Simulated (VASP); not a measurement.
# Ba (P4/mmm) in VASP: settings compared, part 3 of 3

VASP 6.6.1. The steps go on from the part before.

## (4) Single point, PBE

Input file INCAR:

```
ALGO = Normal ; EDIFF = 1E-6
ENCUT = 520 ; GGA = PE
ISIF = 2 ; ISMEAR = 0
LASPH = True ; LCHARG = True
LELF = True ; LREAL = False
LVHAR = True ; LWAVE = False
NBANDS = 11 ; NELM = 100
PREC = Accurate ; SIGMA = 0.1
```

Input file KPOINTS:

```
k-points
0
Gamma
  7 7 7
```

Input file POSCAR:

```
Ba
1.0
    3.9996500000      0.0000000000      0.0000000000
    0.0000000000      3.9996500000      0.0000000000
    0.0000000000      0.0000000000      3.6055390000
Ba
1
Direct
    0.5000000000      0.5000000000      0.5000000000
```

Potentials or basis: VASP PAW PBE potentials, release 64 (Ba_sv).

Launch:

```sh
$ cat potpaw_PBE.64/Ba_sv/POTCAR > POTCAR
$ mpirun -np 1 vasp_std > vasp.out
```

OUTCAR:

```text
EDIFF = 1E-6
   ENCUT = 520
   GGA = PE
   ISIF = 2
   ISMEAR = 0
   LASPH = True
   LREAL = False
   NELM = 100
   PREC = Accurate

 ion  position               nearest neighbor table
   1  0.500  0.500  0.500-

  LATTYP: Found a simple tetragonal cell.
 ALAT       =     3.9996500000
 C/A-ratio  =     0.9014636281

  Lattice vectors:

 A1 = (   3.9996500000,   0.0000000000,   0.0000000000)
 A2 = (   0.0000000000,   3.9996500000,   0.0000000000)
 A3 = (   0.0000000000,   0.0000000000,   3.6055390000)

Analysis of symmetry for initial positions (statically):
=====================================================================
 Subroutine PRICEL returns:
 Original cell was already a primitive cell.

 Routine SETGRP: Setting up the symmetry group for a
 simple tetragonal supercell.

 Subroutine GETGRP returns: Found 16 space group operations
 (whereof 16 operations were pure point group operations)
 out of a pool of 16 trial point group operations.

The static configuration has the point symmetry D_4h.

Analysis of symmetry for dynamics (positions and initial velocities):
=====================================================================
 Subroutine PRICEL returns:
 Original cell was already a primitive cell.

 Routine SETGRP: Setting up the symmetry group for a
 simple tetragonal supercell.

 Subroutine GETGRP returns: Found 16 space group operations
 (whereof 16 operations were pure point group operations)
 out of a pool of 16 trial point group operations.

The dynamic configuration has the point symmetry D_4h.

 Subroutine INISYM returns: Found 16 space group operations
 (whereof 16 operations are pure point group operations),
 and found     1 'primitive' translations

----------------------------------------------------------------------------------------

                                     Primitive cell

  volume of cell :      57.6785

  direct lattice vectors                    reciprocal lattice vectors
     3.999650000  0.000000000  0.000000000     0.250021877  0.000000000  0.000000000
     0.000000000  3.999650000  0.000000000     0.000000000  0.250021877  0.000000000
     0.000000000  0.000000000  3.605539000     0.000000000  0.000000000  0.277351042

  length of vectors
     3.999650000  3.999650000  3.605539000     0.250021877  0.250021877  0.277351042

  position of ions in fractional coordinates (direct lattice)
     0.500000000  0.500000000  0.500000000

  ion indices of the primitive-cell ions
   primitive index   ion index
                 1           1

----------------------------------------------------------------------------------------

 KPOINTS: k-points

Automatic generation of k-mesh.
 Grid dimensions read from file:
 generate k-points for:    7    7    7

 Generating k-lattice:

  Cartesian coordinates                     Fractional coordinates (reciprocal lattice)
     0.035717411  0.000000000  0.000000000     0.142857143  0.000000000  0.000000000
     0.000000000  0.035717411  0.000000000     0.000000000  0.142857143  0.000000000
     0.000000000  0.000000000  0.039621577     0.000000000  0.000000000  0.142857143

  Length of vectors
     0.035717411  0.035717411  0.039621577

  Shift w.r.t. Gamma in fractional coordinates (k-lattice)
     0.000000000  0.000000000  0.000000000

 Subroutine IBZKPT returns following result:
 ===========================================

 Found     40 irreducible k-points:

 Following reciprocal coordinates:
            Coordinates               Weight
  0.000000  0.000000  0.000000      1.000000
  0.142857  0.000000  0.000000      4.000000
  0.285714  0.000000  0.000000      4.000000
  0.428571  0.000000  0.000000      4.000000
  0.142857  0.142857  0.000000      4.000000
  0.285714  0.142857  0.000000      8.000000
[... 16 lines left out ...]
  0.285714  0.000000  0.285714      8.000000
  0.428571  0.000000  0.285714      8.000000
 [... further k-points ...]
   k-points           NKPTS =     40   k-points in BZ     NKDIM =     40   number of bands    NBANDS=     11
   number of dos      NEDOS =    301   number of ions     NIONS =      1
   total plane-waves  NPLWV =  25200
   dimension x,y,z NGX =    30 NGY =   30 NGZ =   28
   dimension x,y,z NGXF=    60 NGYF=   60 NGZF=   56
   ions per type =               1
   NGX,Y,Z   is equivalent  to a cutoff of  12.47, 12.47, 12.91 a.u.
   NGXF,Y,Z  is equivalent  to a cutoff of  24.94, 24.94, 25.82 a.u.
 SYSTEM =  unknown system
   PREC   = accura    normal or accurate (medium, high low for compatibility)
   ISTART =      0    job   : 0-new  1-cont  2-samecut
   ICHARG =      2    charge: 1-file 2-atom 10-const
   ISPIN  =      1    spin polarized calculation?
   LNONCOLLINEAR =      F non collinear calculations
   LSORBIT =      F    spin-orbit coupling
   LASPH  =      T    aspherical Exc in radial PAW
   ENCUT  =  520.0 eV  38.22 Ry    6.18 a.u.   7.44  7.44  6.70*2*pi/ulx,y,z
   NELM   =    100;   NELMIN=  2; NELMDL= -5     # of ELM steps
   EDIFF  = 0.1E-05   stopping-criterion for ELM
   LREAL  =      F    real-space projection
   EDIFFG = 0.1E-04   stopping-criterion for IOM
   NSW    =      0    number of steps for IOM
   IBRION =     -1    ionic relax: 0-MD 1-quasi-New 2-CG
   NFREE  =      0    steps in history (QN), initial steepest desc. (CG)
   ISIF   =      2    stress and relaxation
   ISYM   =      2    0-nonsym 1-usesym 2-fastsym
   POTIM  = 0.5000    time-step for ionic-motion
   TEBEG  =    0.0;   TEEND  =   0.0 temperature during run
   PSTRESS=    0.0 pullay stress
   NELECT =      10.0000    total number of electrons
   NUPDOWN=      -1.0000    fix difference up-down
   EMIN   =  10.00;   EMAX   =-10.00  energy-range for DOS
   EFERMI =   0.00;   METHOD = LEGACY
   ISMEAR =     0;   SIGMA  =   0.10  broadening in eV -4-tet -1-fermi 0-gaus
   EFERMI_NEDOS =   21; number of points for ismear=-14 and -15
   IALGO  =     38    algorithm
   IMIX   =      4    mixing-type and parameters
     AMIX     =   0.40;   BMIX     =  1.00
     AMIX_MAG =   1.60;   BMIX_MAG =  1.00
  volume/ion in A,a.u.               =      57.68       389.23
  Fermi-wavevector in a.u.,A,eV,Ry     =   0.912858  1.725052 11.337878  0.833311
  Thomas-Fermi vector in A             =   2.037303
   LORBIT       =      0    0 simple, 1 ext, 2 COOP (PROOUT), +10 PAW based schemes
   GGA     = PE    functional components
   LHFCALC =     F    Hartree Fock is set to
   AEXX    =    0.0000 exact exchange contribution
   IVDW    =     0    specifies the selected vdW correction
   LEPSILON=     F    determine dielectric tensor
   LRPA    =     F    only Hartree local field effects (RPA)
 non-spin polarized calculation
 Gauss-broadening in eV      SIGMA  =   0.10
  energy-cutoff  :      520.00
  volume of cell :       57.68
 maximum number of plane-waves:      1573
 NGX is ok and might be reduce to    30
   NGX = 15   NGY = 15   NGZ = 13

 number of electron      10.0000000 magnetization

 number of electron       9.9999999 magnetization

 Free energy of the ion-electron system (eV)
  ---------------------------------------------------
  ext. energy  EPLUGINS =         0.00000000
  ---------------------------------------------------
  free energy    TOTEN  =        -1.54282252 eV

  energy without entropy =       -1.53851731  energy(sigma->0) =       -1.54066991

 E-fermi :   1.7488     XC(G=0):  -7.6714

 val. band max:        1.6795647942   @ k =   0.4286   0.4286   0.4286
 cond. band min:       1.7683309516   @ k =   0.1429   0.1429   0.4286
 fundamental gap:      0.0887661574
 Fermi energy:         1.7488419276

 k-point     1 :       0.0000    0.0000    0.0000
  band No.  band energies     occupation
      1     -27.2566      2.00000
      2     -12.1064      2.00000
      3     -12.1064      2.00000
      4     -11.7642      2.00000
      5      -0.6953      2.00000
      6       1.8092      0.39340
      7       1.8576      0.12411
      8       6.5589      0.00000
      9       7.3735      0.00000
     10       7.3735      0.00000
     11       9.3197      0.00000
[... 309 lines left out ...]
 k-point    24 :       0.4286    0.0000    0.2857
  band No.  band energies     occupation
      1     -27.1128      2.00000
      2     -12.6059      2.00000
      3     -12.5922      2.00000
      4     -11.9553      2.00000
      5       1.3891      2.00000
      6       2.2302      0.00000
      7       4.5024      0.00000
      8       4.8970      0.00000
      9       5.1902      0.00000
     10       5.2660      0.00000
     11       8.2932      0.00000

 [... further k-points ...]

------------------------ aborting loop because EDIFF is reached ----------------------------------------

  FORCE on cell =-STRESS in cart. coord.  units (eV):
  Direction    XX          YY          ZZ          XY          YZ          ZX
  --------------------------------------------------------------------------------------
  -------------------------------------------------------------------------------------
  Total       -0.2371521     -0.2371521      1.3182457      0.0000000      0.0000000     -0.0000000
  in kB       -6.5875431     -6.5875431     36.6178439      0.0000000      0.0000000     -0.0000000
  external PRESSURE =       7.8142526 kB  Pullay stress =       0.0000000 kB

 VOLUME and BASIS-vectors are now :
 -----------------------------------------------------------------------------
  energy-cutoff  :      520.00
  volume of cell :       57.68
      direct lattice vectors                 reciprocal lattice vectors
     3.999650000  0.000000000  0.000000000     0.250021877  0.000000000  0.000000000
     0.000000000  3.999650000  0.000000000     0.000000000  0.250021877  0.000000000
     0.000000000  0.000000000  3.605539000     0.000000000  0.000000000  0.277351042

 POSITION                                       TOTAL-FORCE (eV/Angst)
 -----------------------------------------------------------------------------------
      1.99982      1.99982      1.80277         0.000000      0.000000      0.000000
 -----------------------------------------------------------------------------------
    total drift:                                0.000000      0.000000      0.000000

  FREE ENERGIE OF THE ION-ELECTRON SYSTEM (eV)
  ---------------------------------------------------
  free  energy   TOTEN  =        -1.5428225179 eV

  energy  without entropy=       -1.5385173053  energy(sigma->0) =       -1.54066991
```

stdout:

```text
POSCAR found type information on POSCAR Ba
 POSCAR found :  1 types and       1 ions
 scaLAPACK will be used
 LDA part: xc-table for (Slater+PW92), standard interpolation
 POSCAR, INCAR and KPOINTS ok, starting setup
 FFT: planning ... GRIDC
 FFT: planning ... GRID_SOFT
 FFT: planning ... GRID
 WAVECAR not read
 entering main loop
```

Run time: 7.6 s. Hardware: 1 thread of Intel Xeon 6975P-C (Granite Rapids), shared host; peak memory 0.17 GiB.

Results:

```
Free energy            : -1.5428 eV
Pressure               : 0.8 GPa
Band gap on the k mesh : zero (bands 5 and 6 overlap by 0.09 eV)
```

Caveat: spin-orbit coupling is left out, which moves the levels of the heavy elements.

## (5) The runs side by side

| level | potentials or basis | smearing | gap on the mesh (eV) | pressure (GPa) |
| --- | --- | --- | --- | --- |
| RPBE | VASP PAW PBE potentials, release 64 (Ba_sv) | gaussian 0.02 eV | none | 1.5 |
| LDA | VASP PAW LDA potentials, release 64 (Ba_sv) | gaussian 0.02 eV | none | -0.8 |
| PBE | VASP PAW PBE potentials, release 64 (Ba_sv) | gaussian 0.1 eV | none | 0.8 |

Alike in all rows: task single point; no spin polarisation; cell as given; k mesh 7 × 7 × 7; cutoff (eV) 520.

Caveats: spin-orbit coupling is left out, which moves the levels of the heavy elements; the PAW data sets were made with another functional, which shifts forces and pressure a little (at least some runs).

Absolute energies hang on the potentials; compare differences alone.

The gap in the log of VASP goes by the Fermi energy; the results here count the filled bands.